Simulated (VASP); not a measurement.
# CuI (Fm-3m) in VASP: further runs

CuI is run at these levels: r2SCAN, HSE06, PBE-based screened hybrid; tasks: single point.

Everything below comes from runs of VASP 6.6.1. Logs are shortened: lines on timing, memory, paths and dates and some standing lists are left out, and cuts for length are marked.

### 1 The cell of the first run

Symmetry: Fm-3m, No. 225, cubic system. The conventional cell has a = 5.712 Å, b = 5.712 Å, c = 5.712 Å, α = 90.00°, β = 90.00°, γ = 90.00°. Within 3.8 Å of Cu (site symmetry m-3m) lie 6 I at 2.86 Å. I (site symmetry m-3m) has 6 Cu at 2.86 Å within 3.8 Å.

### 2 Single point, r2SCAN

Contents of POSCAR:

```
CuI
1.0
    0.0000000000      2.8561104037      2.8561104037
    2.8561104037      0.0000000000      2.8561104037
    2.8561104037      2.8561104037      0.0000000000
Cu I
1 1
Direct
    0.0000000000      0.0000000000      0.0000000000
    0.5000000000      0.5000000000      0.5000000000
```

Contents of INCAR.step1:

```
SYSTEM = CuI
PREC     = Accurate       ! precision mode
ENCUT    = 520            ! plane-wave cutoff, eV
ISMEAR   = -1             ! smearing method
SIGMA    = 0.02           ! smearing width, eV
LREAL    = .FALSE.        ! projectors in reciprocal space
LASPH    = .TRUE.         ! aspherical terms in the spheres
NELM     = 100            ! most SCF steps
NBANDS   = 16             ! bands
GGA      = PE             ! functional
ALGO     = Normal         ! electronic algorithm
EDIFF    = 1E-4           ! SCF threshold, eV
LWAVE    = .TRUE.         ! write WAVECAR
LCHARG   = .FALSE.        ! write CHGCAR
```

Contents of INCAR.step2:

```
SYSTEM = CuI
PREC     = Accurate       ! precision mode
ENCUT    = 520            ! plane-wave cutoff, eV
EDIFF    = 1E-6           ! SCF threshold, eV
ISMEAR   = -1             ! smearing method
SIGMA    = 0.02           ! smearing width, eV
LREAL    = .FALSE.        ! projectors in reciprocal space
LASPH    = .TRUE.         ! aspherical terms in the spheres
NELM     = 100            ! most SCF steps
ALGO     = Normal         ! electronic algorithm
ISIF     = 2              ! what is computed and relaxed
LWAVE    = .FALSE.        ! write WAVECAR
LCHARG   = .FALSE.        ! write CHGCAR
METAGGA  = R2SCAN         ! meta-GGA
LMIXTAU  = .TRUE.       
NBANDS   = 16             ! bands
ISTART   = 1
```

Contents of KPOINTS:

```
Automatic mesh
0
G
  6 6 6
  0 0 0
```

Potentials or basis: VASP PAW PBE potentials, release 64 (Cu, I).

On the command line:

```
cat potpaw_PBE.64/Cu/POTCAR potpaw_PBE.64/I/POTCAR > POTCAR
cp INCAR.step1 INCAR
mpirun -np 1 vasp_std > vasp.out
cp INCAR.step2 INCAR
mpirun -np 1 vasp_std > vasp.out
```

OUTCAR:

```text
SYSTEM = CuI
   PREC = Accurate
   ENCUT = 520
   EDIFF = 1E-6
   ISMEAR = -1
   LREAL = .FALSE.
   LASPH = .TRUE.
   NELM = 100
   ISIF = 2
   METAGGA = R2SCAN
   ISTART = 1

 ion  position               nearest neighbor table
   1  0.000  0.000  0.000-   2 2.86   2 2.86   2 2.86   2 2.86   2 2.86   2 2.86
   2  0.500  0.500  0.500-   1 2.86   1 2.86   1 2.86   1 2.86   1 2.86   1 2.86

  LATTYP: Found a face centered cubic cell.
 ALAT       =     5.7122208074

  Lattice vectors:

 A1 = (   0.0000000000,   2.8561104037,   2.8561104037)
 A2 = (   2.8561104037,   0.0000000000,   2.8561104037)
 A3 = (   2.8561104037,   2.8561104037,   0.0000000000)

Analysis of symmetry for initial positions (statically):
=====================================================================
 Subroutine PRICEL returns:
 Original cell was already a primitive cell.

 Routine SETGRP: Setting up the symmetry group for a
 face centered cubic supercell.

 Subroutine GETGRP returns: Found 48 space group operations
 (whereof 48 operations were pure point group operations)
 out of a pool of 48 trial point group operations.

The static configuration has the point symmetry O_h .

Analysis of symmetry for dynamics (positions and initial velocities):
=====================================================================
 Subroutine PRICEL returns:
 Original cell was already a primitive cell.

 Routine SETGRP: Setting up the symmetry group for a
 face centered cubic supercell.

 Subroutine GETGRP returns: Found 48 space group operations
 (whereof 48 operations were pure point group operations)
 out of a pool of 48 trial point group operations.

The dynamic configuration has the point symmetry O_h .

 Subroutine INISYM returns: Found 48 space group operations
 (whereof 48 operations are pure point group operations),
 and found     1 'primitive' translations

----------------------------------------------------------------------------------------

                                     Primitive cell

  volume of cell :      46.5967

  direct lattice vectors                    reciprocal lattice vectors
     0.000000000  2.856110404  2.856110404    -0.175063261  0.175063261  0.175063261
     2.856110404  0.000000000  2.856110404     0.175063261 -0.175063261  0.175063261
     2.856110404  2.856110404  0.000000000     0.175063261  0.175063261 -0.175063261

  length of vectors
     4.039150069  4.039150069  4.039150069     0.303218462  0.303218462  0.303218462

  position of ions in fractional coordinates (direct lattice)
     0.000000000  0.000000000  0.000000000
     0.500000000  0.500000000  0.500000000

  ion indices of the primitive-cell ions
   primitive index   ion index
                 1           1
                 2           2

----------------------------------------------------------------------------------------

 KPOINTS: Automatic mesh

Automatic generation of k-mesh.
 Grid dimensions read from file:
 generate k-points for:    6    6    6

 Generating k-lattice:

  Cartesian coordinates                     Fractional coordinates (reciprocal lattice)
    -0.029177210  0.029177210  0.029177210     0.166666667  0.000000000  0.000000000
     0.029177210 -0.029177210  0.029177210     0.000000000  0.166666667  0.000000000
     0.029177210  0.029177210 -0.029177210     0.000000000  0.000000000  0.166666667

  Length of vectors
     0.050536410  0.050536410  0.050536410

  Shift w.r.t. Gamma in fractional coordinates (k-lattice)
     0.000000000  0.000000000  0.000000000

 Subroutine IBZKPT returns following result:
 ===========================================

 Found     16 irreducible k-points:

 Following reciprocal coordinates:
            Coordinates               Weight
  0.000000  0.000000  0.000000      1.000000
  0.166667  0.000000  0.000000      8.000000
  0.333333  0.000000  0.000000      8.000000
  0.500000  0.000000  0.000000      4.000000
  0.166667  0.166667  0.000000      6.000000
  0.333333  0.166667  0.000000     24.000000
[... 8 lines left out ...]
 -0.333333  0.333333  0.166667     24.000000
 -0.333333  0.500000  0.166667     12.000000
   k-points           NKPTS =     16   k-points in BZ     NKDIM =     16   number of bands    NBANDS=     16
   number of dos      NEDOS =    301   number of ions     NIONS =      2
   total plane-waves  NPLWV =  27000
   dimension x,y,z NGX =    30 NGY =   30 NGZ =   30
   dimension x,y,z NGXF=    60 NGYF=   60 NGZF=   60
   ions per type =               1   1
   NGX,Y,Z   is equivalent  to a cutoff of  12.35, 12.35, 12.35 a.u.
   NGXF,Y,Z  is equivalent  to a cutoff of  24.70, 24.70, 24.70 a.u.
 SYSTEM =  CuI
   PREC   = accura    normal or accurate (medium, high low for compatibility)
   ISTART =      1    job   : 0-new  1-cont  2-samecut
   ICHARG =      0    charge: 1-file 2-atom 10-const
   ISPIN  =      1    spin polarized calculation?
   LNONCOLLINEAR =      F non collinear calculations
   LSORBIT =      F    spin-orbit coupling
   LASPH  =      T    aspherical Exc in radial PAW
   ENCUT  =  520.0 eV  38.22 Ry    6.18 a.u.   7.51  7.51  7.51*2*pi/ulx,y,z
   NELM   =    100;   NELMIN=  2; NELMDL=  0     # of ELM steps
   EDIFF  = 0.1E-05   stopping-criterion for ELM
   LREAL  =      F    real-space projection
   EDIFFG = 0.1E-04   stopping-criterion for IOM
   NSW    =      0    number of steps for IOM
   IBRION =     -1    ionic relax: 0-MD 1-quasi-New 2-CG
   NFREE  =      0    steps in history (QN), initial steepest desc. (CG)
   ISIF   =      2    stress and relaxation
   ISYM   =      2    0-nonsym 1-usesym 2-fastsym
   POTIM  = 0.5000    time-step for ionic-motion
   TEBEG  =    0.0;   TEEND  =   0.0 temperature during run
   PSTRESS=    0.0 pullay stress
   NELECT =      18.0000    total number of electrons
   NUPDOWN=      -1.0000    fix difference up-down
   EMIN   =  10.00;   EMAX   =-10.00  energy-range for DOS
   EFERMI =   0.00;   METHOD = LEGACY
   ISMEAR =    -1;   SIGMA  =   0.02  broadening in eV -4-tet -1-fermi 0-gaus
   EFERMI_NEDOS =   21; number of points for ismear=-14 and -15
   IALGO  =     38    algorithm
   IMIX   =      4    mixing-type and parameters
     AMIX     =   0.40;   BMIX     =  1.00
     AMIX_MAG =   1.60;   BMIX_MAG =  1.00
  volume/ion in A,a.u.               =      23.30       157.22
  Fermi-wavevector in a.u.,A,eV,Ry     =   1.192287  2.253095 19.341327  1.421547
  Thomas-Fermi vector in A             =   2.328328
   LORBIT       =      0    0 simple, 1 ext, 2 COOP (PROOUT), +10 PAW based schemes
   METAGGA = R2SCAN    functional components
   LHFCALC =     F    Hartree Fock is set to
   AEXX    =    0.0000 exact exchange contribution
   IVDW    =     0    specifies the selected vdW correction
   LEPSILON=     F    determine dielectric tensor
   LRPA    =     F    only Hartree local field effects (RPA)
 non-spin polarized calculation
  energy-cutoff  :      520.00
  volume of cell :       46.60
 maximum number of plane-waves:      1278
   NGX = 15   NGY = 15   NGZ = 15

 number of electron      18.0000008 magnetization

 Free energy of the ion-electron system (eV)
  ---------------------------------------------------
  ext. energy  EPLUGINS =         0.00000000
  ---------------------------------------------------
  free energy    TOTEN  =       -35.33804833 eV

  energy without entropy =      -35.33697418  energy(sigma->0) =      -35.33751125

 E-fermi :   6.1524     XC(G=0): -10.5285

 val. band max:        6.1413573245   @ k =   0.5000   0.0000   0.0000
 cond. band min:       7.1810750158   @ k =   0.5000   0.3333   0.0000
 fundamental gap:      1.0397176914
 Fermi energy:         6.1523862908

 k-point     1 :       0.0000    0.0000    0.0000
  band No.  band energies     occupation
      1      -8.6838      2.00000
      2       4.1723      2.00000
      3       4.1723      2.00000
      4       4.1795      2.00000
      5       4.1795      2.00000
      6       4.1795      2.00000
[... 8 lines left out ...]
     15      15.5243      0.00000
     16      15.5243      0.00000

 k-point     2 :       0.1667    0.0000    0.0000
  band No.  band energies     occupation
      1      -8.4719      2.00000
      2       2.4491      2.00000
      3       3.3030      2.00000
      4       3.3030      2.00000
      5       4.2590      2.00000
      6       4.2591      2.00000
[... 8 lines left out ...]
     15      14.8302      0.00000
     16      15.0813      0.00000

 k-point     3 :       0.3333    0.0000    0.0000
  band No.  band energies     occupation
      1      -7.9766      2.00000
      2       0.3983      2.00000
      3       2.6868      2.00000
      4       2.6869      2.00000
      5       4.3704      2.00000
      6       4.3705      2.00000
[... 8 lines left out ...]
     15      16.4521      0.00000
     16      16.4521      0.00000

 k-point     4 :       0.5000    0.0000    0.0000
  band No.  band energies     occupation
      1      -7.6767      2.00000
      2      -0.4713      2.00000
      3       2.4668      2.00000
      4       2.4668      2.00000
      5       4.4280      2.00000
      6       4.4281      2.00000
[... 8 lines left out ...]
     15      18.4173      0.00000
     16      18.4173      0.00000

 k-point     5 :       0.1667    0.1667    0.0000
  band No.  band energies     occupation
      1      -8.4049      2.00000
      2       2.2385      2.00000
      3       3.4342      2.00000
      4       3.4342      2.00000
      5       4.1475      2.00000
      6       4.2011      2.00000
[... 8 lines left out ...]
     15      17.0606      0.00000
     16      17.0607      0.00000

 k-point     6 :       0.3333    0.1667    0.0000
  band No.  band energies     occupation
      1      -8.0090      2.00000
      2       0.9649      2.00000
      3       2.6261      2.00000
      4       2.8561      2.00000
      5       4.2234      2.00000
      6       4.3623      2.00000
[... 8 lines left out ...]
     15      17.4438      0.00000
     16      17.5217      0.00000
[... 115 lines left out ...]
 k-point    13 :       0.5000    0.5000    0.0000
  band No.  band energies     occupation
      1      -7.4417      2.00000
      2       0.4253      2.00000
      3       2.5689      2.00000
      4       2.5689      2.00000
      5       3.9534      2.00000
      6       4.2881      2.00000
[... 8 lines left out ...]
     15      19.3411      0.00000
     16      20.2451      0.00000

 k-point    14 :       0.5000    0.3333    0.1667
  band No.  band energies     occupation
      1      -7.6649      2.00000
      2       0.5430      2.00000
      3       2.0446      2.00000
      4       2.3690      2.00000
      5       4.3170      2.00000
      6       4.4217      2.00000
[... 8 lines left out ...]
     15      18.9441      0.00000
     16      19.2329      0.00000

 k-point    15 :      -0.3333    0.3333    0.1667
  band No.  band energies     occupation
      1      -7.4726      2.00000
      2       0.4208      2.00000
      3       1.5387      2.00000
      4       2.1620      2.00000
      5       4.4052      2.00000
      6       4.4137      2.00000
[... 8 lines left out ...]
     15      17.5363      0.00000
     16      20.0004      0.00000

 k-point    16 :      -0.3333    0.5000    0.1667
  band No.  band energies     occupation
      1      -7.4098      2.00000
      2       0.7883      2.00000
      3       1.7166      2.00000
      4       1.7537      2.00000
      5       4.3324      2.00000
      6       4.4959      2.00000
[... 8 lines left out ...]
     15      19.1965      0.00000
     16      20.2761      0.00000

------------------------ aborting loop because EDIFF is reached ----------------------------------------

  FORCE on cell =-STRESS in cart. coord.  units (eV):
  Direction    XX          YY          ZZ          XY          YZ          ZX
  --------------------------------------------------------------------------------------
  -------------------------------------------------------------------------------------
  Total       -0.0334393     -0.0334393     -0.0334393      0.0000000      0.0000000      0.0000000
  in kB       -1.1497738     -1.1497738     -1.1497738      0.0000000      0.0000000      0.0000000
  external PRESSURE =      -1.1497738 kB  Pullay stress =       0.0000000 kB

 VOLUME and BASIS-vectors are now :
 -----------------------------------------------------------------------------
  energy-cutoff  :      520.00
  volume of cell :       46.60
      direct lattice vectors                 reciprocal lattice vectors
     0.000000000  2.856110404  2.856110404    -0.175063261  0.175063261  0.175063261
     2.856110404  0.000000000  2.856110404     0.175063261 -0.175063261  0.175063261
     2.856110404  2.856110404  0.000000000     0.175063261  0.175063261 -0.175063261

 POSITION                                       TOTAL-FORCE (eV/Angst)
 -----------------------------------------------------------------------------------
      0.00000      0.00000      0.00000         0.000000      0.000000     -0.000000
      2.85611      2.85611      2.85611        -0.000000      0.000000      0.000000
 -----------------------------------------------------------------------------------
    total drift:                               -0.000000      0.000000      0.000000

  FREE ENERGIE OF THE ION-ELECTRON SYSTEM (eV)
  ---------------------------------------------------
  free  energy   TOTEN  =       -35.3380483254 eV

  energy  without entropy=      -35.3369741791  energy(sigma->0) =      -35.33751125
```

Wall time 65 s (1 thread of Intel Xeon Platinum 8375C at 2.90GHz (Ice Lake), shared host); peak memory 0.17 GiB.

What came out:

```yaml
Free_energy: -35.3380 eV
Pressure: -0.1 GPa
Band_gap_on_the_k_mesh: zero (band 9 reaches 6.14 eV, above the bottom of band 10 at 6.04 eV)
```

Caveat: the PAW data sets were made with another functional, which shifts forces and pressure a little; spin-orbit coupling is left out, which moves the levels of the heavy elements; semilocal functionals often make such compounds metallic where correlation or magnetic order opens a gap, which also shifts bond lengths.

### 3 Single point, HSE06

POSCAR is that of step 2.

Contents of INCAR.step1:

```
ALGO = Normal ; EDIFF = 1E-5
ENCUT = 520 ; GGA = PE
ISIF = 2 ; ISMEAR = -1
LASPH = True ; LCHARG = False
LREAL = False ; LWAVE = True
NBANDS = 16 ; NELM = 100
PREC = Accurate ; SIGMA = 0.02
```

Contents of INCAR.step2:

```
ALGO = Normal ; EDIFF = 1E-7
ENCUT = 520 ; GGA = PE
HFSCREEN = 0.2079 ; ISIF = 2
ISMEAR = -1 ; ISTART = 1
LASPH = True ; LCHARG = False
LHFCALC = True ; LREAL = False
LWAVE = False ; NBANDS = 16
NELM = 100 ; PREC = Accurate
PRECFOCK = Normal ; SIGMA = 0.02
```

Contents of KPOINTS:

```
k-points
0
Gamma
  4 4 4
```

Potentials or basis: VASP PAW PBE potentials, release 64 (Cu, I).

On the command line:

```
cat potpaw_PBE.64/Cu/POTCAR potpaw_PBE.64/I/POTCAR > POTCAR
cp INCAR.step1 INCAR
mpirun -np 1 vasp_std > vasp.out
cp INCAR.step2 INCAR
mpirun -np 1 vasp_std > vasp.out
```

It took 6.3 min on 1 thread of Intel Xeon Platinum 8375C at 2.90GHz (Ice Lake), shared host; peak memory 0.28 GiB.

Results (log left out):

| Property | Result |
| --- | --- |
| Free energy | -5.9373 eV |
| Pressure | 1.6 GPa |
| Band gap on the k mesh | 0.91 eV, indirect (least direct gap 3.08 eV) |

Levels at points of the mesh, in eV from the valence-band top:
```tsv
k point	band 7	band 8	band 9	band 10	band 11	band 12
(0.00, 0.00, 0.00)	-1.50	-1.50	-1.50	2.42	8.70	8.70
(0.50, 0.00, 0.00)	-2.20	0.00	0.00	4.02	5.79	5.79
(0.50, 0.50, 0.00)	-2.30	-2.30	-2.18	0.91	5.56	11.93
```

Caveat: the k points lie up to 0.48 Å⁻¹ apart; the PAW data sets were made with another functional, which shifts forces and pressure a little; spin-orbit coupling is left out, which moves the levels of the heavy elements. A k mesh can miss the band edges.

(Part 1 of 2 ends here.)
